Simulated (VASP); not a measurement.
# Zn (P-1) in VASP: a series of runs

Zn is run at these levels: LDA, PBE, PBE+D4, PBE+D3(BJ); tasks: single point, relaxation of cell and atoms.

All numbers are computed with VASP 6.6.1; they aren't measurements. Logs are shortened: lines on timing, memory, paths and dates and some standing lists are left out, and cuts for length are marked.

**1. The cell of the first run**

The typed cell holds 1 atom: a = 2.957 Å, b = 2.540 Å, c = 2.586 Å, α = 106.99°, β = 108.68°, γ = 110.68°.

**2. Single point, LDA**

INCAR

```
SYSTEM = Zn
PREC = Accurate ; ENCUT = 520
EDIFF = 1E-6 ; ISMEAR = 0
SIGMA = 0.1 ; LREAL = .FALSE.
LASPH = .TRUE. ; NELM = 100
ALGO = Normal ; ISIF = 2
LWAVE = .FALSE. ; LCHARG = .TRUE.
LELF = .TRUE. ; LVHAR = .TRUE.
NBANDS = 12
```

KPOINTS

```
Automatic mesh
0
G
  10 11 11
  0 0 0
```

POSCAR

```
Zn
1.0
   -1.5935815700      1.7766151400      1.7460215800
    1.5039206500     -1.5066388000      1.3863843100
    1.5441115400      1.4571687700     -1.4760452300
Zn
1
Direct
    0.0000000000      0.0000000000      0.0000000000
```

Potentials or basis: VASP PAW LDA potentials, release 64 (Zn).

Command:

```sh
> cat potpaw_LDA.64/Zn/POTCAR > POTCAR
> mpirun -np 1 vasp_std > vasp.out
```

OUTCAR:

```text
SYSTEM = Zn
   PREC = Accurate
   ENCUT = 520
   EDIFF = 1E-6
   ISMEAR = 0
   LREAL = .FALSE.
   LASPH = .TRUE.
   NELM = 100
   ISIF = 2

 ion  position               nearest neighbor table
   1  0.000  0.000  0.000-

  LATTYP: Found a triclinic cell.
 ALAT       =     2.5857940353
 B/A-ratio  =     1.5935497353
 C/A-ratio  =     2.0554494821
 COS(alpha) =     0.0013194646
 COS(beta)  =     0.5250372924
 COS(gamma) =     0.8076867179

  Lattice vectors:

 A1 = (  -1.5441115400,  -1.4571687700,   1.4760452300)
 A2 = (  -0.0401908900,  -2.9638075700,   2.8624295400)
 A3 = (  -4.6416137600,   1.8260851700,   1.8356825000)

Analysis of symmetry for initial positions (statically):
=====================================================================
 Subroutine PRICEL returns:
 Original cell was already a primitive cell.

 Routine SETGRP: Setting up the symmetry group for a
 triclinic supercell.

 Subroutine GETGRP returns: Found  2 space group operations
 (whereof  2 operations were pure point group operations)
 out of a pool of  2 trial point group operations.

The static configuration has the point symmetry S_2 .

Analysis of symmetry for dynamics (positions and initial velocities):
=====================================================================
 Subroutine PRICEL returns:
 Original cell was already a primitive cell.

 Routine SETGRP: Setting up the symmetry group for a
 triclinic supercell.

 Subroutine GETGRP returns: Found  2 space group operations
 (whereof  2 operations were pure point group operations)
 out of a pool of  2 trial point group operations.

The dynamic configuration has the point symmetry S_2 .

 Subroutine INISYM returns: Found  2 space group operations
 (whereof  2 operations are pure point group operations),
 and found     1 'primitive' translations

----------------------------------------------------------------------------------------

                                     Primitive cell

  volume of cell :      15.3108

  direct lattice vectors                    reciprocal lattice vectors
    -1.593581570  1.776615140  1.746021580     0.013302410  0.284803858  0.295077469
     1.503920650 -1.506638800  1.386384310     0.337447958 -0.022458176  0.330838055
     1.544111540  1.457168770 -1.476045230     0.332685502  0.315801988 -0.017695720

  length of vectors
     2.957102456  2.540432886  2.585794035     0.410318053  0.473106026  0.459046487

  position of ions in fractional coordinates (direct lattice)
     0.000000000  0.000000000  0.000000000

  ion indices of the primitive-cell ions
   primitive index   ion index
                 1           1

----------------------------------------------------------------------------------------

 KPOINTS: Automatic mesh

Automatic generation of k-mesh.
 Grid dimensions read from file:
 generate k-points for:   10   11   11

 Generating k-lattice:

  Cartesian coordinates                     Fractional coordinates (reciprocal lattice)
     0.001330241  0.028480386  0.029507747     0.100000000  0.000000000  0.000000000
     0.030677087 -0.002041652  0.030076187     0.000000000  0.090909091 -0.000000000
     0.030244137  0.028709272 -0.001608702     0.000000000  0.000000000  0.090909091

  Length of vectors
     0.041031805  0.043009639  0.041731499

  Shift w.r.t. Gamma in fractional coordinates (k-lattice)
     0.000000000  0.000000000  0.000000000

 Subroutine IBZKPT returns following result:
 ===========================================

 Found    606 irreducible k-points:

 Following reciprocal coordinates:
            Coordinates               Weight
  0.000000  0.000000  0.000000      1.000000
  0.100000 -0.000000  0.000000      2.000000
  0.200000 -0.000000  0.000000      2.000000
  0.300000 -0.000000  0.000000      2.000000
  0.400000 -0.000000  0.000000      2.000000
  0.500000  0.000000  0.000000      1.000000
[... 16 lines left out ...]
 -0.400000  0.181818  0.000000      2.000000
 -0.300000  0.181818 -0.000000      2.000000
 [... further k-points ...]
   k-points           NKPTS =    606   k-points in BZ     NKDIM =    606   number of bands    NBANDS=     12
   number of dos      NEDOS =    301   number of ions     NIONS =      1
   total plane-waves  NPLWV =   9600
   dimension x,y,z NGX =    24 NGY =   20 NGZ =   20
   dimension x,y,z NGXF=    48 NGYF=   40 NGZF=   40
   ions per type =               1
   NGX,Y,Z   is equivalent  to a cutoff of  13.49, 13.09, 12.86 a.u.
   NGXF,Y,Z  is equivalent  to a cutoff of  26.99, 26.18, 25.72 a.u.
 SYSTEM =  Zn
   PREC   = accura    normal or accurate (medium, high low for compatibility)
   ISTART =      0    job   : 0-new  1-cont  2-samecut
   ICHARG =      2    charge: 1-file 2-atom 10-const
   ISPIN  =      1    spin polarized calculation?
   LNONCOLLINEAR =      F non collinear calculations
   LSORBIT =      F    spin-orbit coupling
   LASPH  =      T    aspherical Exc in radial PAW
   ENCUT  =  520.0 eV  38.22 Ry    6.18 a.u.   5.50  4.72  4.81*2*pi/ulx,y,z
   NELM   =    100;   NELMIN=  2; NELMDL= -5     # of ELM steps
   EDIFF  = 0.1E-05   stopping-criterion for ELM
   LREAL  =      F    real-space projection
   EDIFFG = 0.1E-04   stopping-criterion for IOM
   NSW    =      0    number of steps for IOM
   IBRION =     -1    ionic relax: 0-MD 1-quasi-New 2-CG
   NFREE  =      0    steps in history (QN), initial steepest desc. (CG)
   ISIF   =      2    stress and relaxation
   ISYM   =      2    0-nonsym 1-usesym 2-fastsym
   POTIM  = 0.5000    time-step for ionic-motion
   TEBEG  =    0.0;   TEEND  =   0.0 temperature during run
   PSTRESS=    0.0 pullay stress
   NELECT =      12.0000    total number of electrons
   NUPDOWN=      -1.0000    fix difference up-down
   EMIN   =  10.00;   EMAX   =-10.00  energy-range for DOS
   EFERMI =   0.00;   METHOD = LEGACY
   ISMEAR =     0;   SIGMA  =   0.10  broadening in eV -4-tet -1-fermi 0-gaus
   EFERMI_NEDOS =   21; number of points for ismear=-14 and -15
   IALGO  =     38    algorithm
   IMIX   =      4    mixing-type and parameters
     AMIX     =   0.40;   BMIX     =  1.00
     AMIX_MAG =   1.60;   BMIX_MAG =  1.00
  volume/ion in A,a.u.               =      15.31       103.32
  Fermi-wavevector in a.u.,A,eV,Ry     =   1.509393  2.852338 30.997692  2.278266
  Thomas-Fermi vector in A             =   2.619721
   LORBIT       =      0    0 simple, 1 ext, 2 COOP (PROOUT), +10 PAW based schemes
   GGA     = CA    functional components
   LHFCALC =     F    Hartree Fock is set to
   AEXX    =    0.0000 exact exchange contribution
   IVDW    =     0    specifies the selected vdW correction
   LEPSILON=     F    determine dielectric tensor
   LRPA    =     F    only Hartree local field effects (RPA)
 non-spin polarized calculation
 Gauss-broadening in eV      SIGMA  =   0.10
  energy-cutoff  :      520.00
  volume of cell :       15.31
 maximum number of plane-waves:       423
 NGX is ok and might be reduce to    24
   NGX = 11   NGY =  9   NGZ =  9

 number of electron      11.9999996 magnetization

 Free energy of the ion-electron system (eV)
  ---------------------------------------------------
  ext. energy  EPLUGINS =         0.00000000
  ---------------------------------------------------
  free energy    TOTEN  =        -1.73734526 eV

  energy without entropy =       -1.73599026  energy(sigma->0) =       -1.73666776

 E-fermi :   2.8726     XC(G=0): -11.8469

 val. band max:        2.8563639599   @ k =   0.5000  -0.1818   0.2727
 cond. band min:       2.8738774449   @ k =  -0.4000  -0.2727   0.1818
 fundamental gap:      0.0175134851
 Fermi energy:         2.8725995316

 k-point     1 :       0.0000    0.0000    0.0000
  band No.  band energies     occupation
      1      -7.5160      2.00000
      2      -5.2832      2.00000
      3      -5.1221      2.00000
      4      -4.6921      2.00000
      5      -4.4353      2.00000
      6      -4.3984      2.00000
      7      17.0502      0.00000
      8      20.9080      0.00000
      9      21.7039      0.00000
     10      22.1763      0.00000
     11      24.3400      0.00000
     12      24.8383      0.00000

 k-point     2 :       0.1000   -0.0000    0.0000
  band No.  band energies     occupation
      1      -7.2702      2.00000
      2      -5.2955      2.00000
      3      -5.1106      2.00000
      4      -4.6547      2.00000
      5      -4.4330      2.00000
      6      -4.3983      2.00000
      7      13.9293      0.00000
      8      20.6220      0.00000
      9      21.2085      0.00000
     10      23.0405      0.00000
     11      24.2259      0.00000
     12      25.1973      0.00000

 k-point     3 :       0.2000   -0.0000    0.0000
  band No.  band energies     occupation
      1      -6.6074      2.00000
      2      -5.3304      2.00000
      3      -5.0021      2.00000
      4      -4.5510      2.00000
      5      -4.4306      2.00000
      6      -4.3886      2.00000
      7       9.8023      0.00000
      8      18.9419      0.00000
      9      19.8207      0.00000
     10      21.8535      0.00000
     11      23.4363      0.00000
     12      28.8243      0.00000
[... 286 lines left out ...]
 k-point    23 :      -0.4000    0.1818    0.0000
  band No.  band energies     occupation
      1      -5.5762      2.00000
      2      -5.2117      2.00000
      3      -4.9257      2.00000
      4      -4.4758      2.00000
      5      -4.3904      2.00000
      6      -3.4703      2.00000
      7       6.9623      0.00000
      8      11.2041      0.00000
      9      16.8747      0.00000
     10      23.5469      0.00000
     11      26.5079      0.00000
     12      29.3572      0.00000

 k-point    24 :      -0.3000    0.1818   -0.0000
  band No.  band energies     occupation
      1      -5.9360      2.00000
      2      -5.1610      2.00000
      3      -5.1326      2.00000
      4      -4.4920      2.00000
      5      -4.4191      2.00000
      6      -4.2818      2.00000
      7      10.7485      0.00000
      8      12.1551      0.00000
      9      17.9888      0.00000
     10      24.3556      0.00000
     11      24.9869      0.00000
     12      26.0053      0.00000

 [... further k-points ...]

------------------------ aborting loop because EDIFF is reached ----------------------------------------

  FORCE on cell =-STRESS in cart. coord.  units (eV):
  Direction    XX          YY          ZZ          XY          YZ          ZX
  --------------------------------------------------------------------------------------
  -------------------------------------------------------------------------------------
  Total       -0.7927242     -0.3948436     -0.4557707     -0.0360805     -0.0293476      0.0057199
  in kB      -82.9532892    -41.3177466    -47.6933610     -3.7755851     -3.0710263      0.5985487
  external PRESSURE =     -57.3214656 kB  Pullay stress =       0.0000000 kB

 VOLUME and BASIS-vectors are now :
 -----------------------------------------------------------------------------
  energy-cutoff  :      520.00
  volume of cell :       15.31
      direct lattice vectors                 reciprocal lattice vectors
    -1.593581570  1.776615140  1.746021580     0.013302410  0.284803858  0.295077469
     1.503920650 -1.506638800  1.386384310     0.337447958 -0.022458176  0.330838055
     1.544111540  1.457168770 -1.476045230     0.332685502  0.315801988 -0.017695720

 POSITION                                       TOTAL-FORCE (eV/Angst)
 -----------------------------------------------------------------------------------
      0.00000      0.00000      0.00000         0.000000      0.000000     -0.000000
 -----------------------------------------------------------------------------------
    total drift:                               -0.000000     -0.000000      0.000000

  FREE ENERGIE OF THE ION-ELECTRON SYSTEM (eV)
  ---------------------------------------------------
  free  energy   TOTEN  =        -1.7373452619 eV

  energy  without entropy=       -1.7359902611  energy(sigma->0) =       -1.73666776
```

Wall time 36 s (1 thread of AMD EPYC 9R45 (Zen 5), shared host); peak memory 0.17 GiB.

What came out:

* Free energy: -1.7373 eV
* Pressure: -5.7 GPa
* Band gap on the k mesh: zero (band 6 reaches 5.99 eV, above the bottom of band 7 at 0.01 eV)

Stress tensor (GPa, compression positive):
```
-8.30 -0.38  0.06
-0.38 -4.13 -0.31
 0.06 -0.31 -4.77
```

Levels at points of the mesh, in eV from the Fermi level:
| k point | band 4 | band 5 | band 6 | band 7 | band 8 | band 9 |
| --- | --- | --- | --- | --- | --- | --- |
| (0.00, 0.00, 0.00) | -7.56 | -7.31 | -7.27 | 14.18 | 18.04 | 18.83 |
| (0.50, 0.00, 0.00) | -7.21 | -7.12 | -3.48 | -2.87 | 13.45 | 14.81 |

**3. Single point, LDA**

INCAR

```
PREC = Accurate
ENCUT = 520
EDIFF = 1E-7
ISMEAR = 0
SIGMA = 0.1
LREAL = F
LASPH = T
NELM = 60
ALGO = Fast
ISIF = 2
LWAVE = F
LCHARG = T
LELF = T
LVHAR = T
NBANDS = 12
```

KPOINTS

```
Automatic mesh
0
Gamma
  12 14 14
```

POSCAR is that of step 2.

Potentials or basis: VASP PAW LDA potentials, release 64 (Zn).

Command:

```sh
> cat potpaw_LDA.64/Zn/POTCAR > POTCAR
> mpirun -np 1 vasp_std > vasp.out
```

It took 90 s on 1 thread of AMD EPYC 9R45 (Zen 5), shared host; peak memory 0.26 GiB.

Results (log left out):

```
Free energy            : -1.7407 eV
Pressure               : -5.8 GPa
Band gap on the k mesh : zero (band 6 reaches 6.04 eV, above the bottom of band 7 at 0.01 eV)
```

Stress tensor (GPa, compression positive):
```
-8.00 -0.98  0.46
-0.98 -4.07 -1.10
 0.46 -1.10 -5.18
```

Levels at points of the mesh, in eV from the Fermi level:
```csv
k point,band 4,band 5,band 6,band 7,band 8,band 9
"(0.00, 0.00, 0.00)",-7.55,-7.29,-7.26,14.19,18.05,18.85
"(0.50, 0.00, 0.00)",-7.20,-7.11,-3.46,-2.85,13.46,14.82
"(0.00, 0.50, 0.00)",-7.30,-6.95,-2.08,-0.01,8.14,12.48
"(0.50, 0.50, 0.00)",-7.29,-7.05,-2.72,-1.14,10.79,14.44
"(0.00, 0.00, 0.50)",-7.29,-6.99,-2.44,-0.66,8.66,12.96
"(0.50, 0.00, 0.50)",-7.25,-7.04,-2.70,-1.16,9.83,14.02
"(0.00, 0.50, 0.50)",-7.41,-6.84,-1.76,0.65,9.77,13.23
"(0.50, 0.50, 0.50)",-7.06,-6.87,3.18,4.74,5.23,7.28
```

**4. Single point, PBE**

INCAR

```
SYSTEM = Zn
PREC = Accurate
ENCUT = 520
EDIFF = 1E-6
ISMEAR = -1
SIGMA = 0.05
LREAL = .False.
LASPH = .True.
NELM = 80
ALGO = Fast
ISIF = 2
LWAVE = .False.
LCHARG = .False.
GGA = PE
NBANDS = 12
```

KPOINTS

```
regular mesh
0
Gamma
  11 12 12
  0 0 0
```

POSCAR is that of step 3.

Potentials or basis: VASP PAW PBE potentials, release 64 (Zn).

Command:

```sh
> cat potpaw_PBE.64/Zn/POTCAR > POTCAR
> mpirun -np 1 vasp_std > vasp.out
```

It took 30 s on 1 thread of Intel Xeon 6975P-C (Granite Rapids), shared host; peak memory 0.24 GiB.

The run converged. Its results:

```
Free energy            : -1.0127 eV
Pressure               : 2.4 GPa
Band gap on the k mesh : zero (band 6 reaches 6.11 eV, above the bottom of band 7 at 0.40 eV)
```

Stress tensor (GPa, compression positive):
```
-0.14 -0.80  0.73
-0.80  4.08 -3.54
 0.73 -3.54  3.34
```

Levels at points of the mesh, in eV from the Fermi level:
```
           k point  band 4  band 5  band 6  band 7  band 8  band 9
(0.00, 0.00, 0.00)   -7.51   -7.25   -7.22   14.27   17.97   19.00
(0.00, 0.50, 0.00)   -7.25   -6.91   -2.13    0.02    8.19   12.38
(0.00, 0.00, 0.50)   -7.24   -6.94   -2.49   -0.63    8.71   12.87
(0.00, 0.50, 0.50)   -7.37   -6.80   -1.80    0.67    9.86   13.24
```

[end of part 1 of 3]
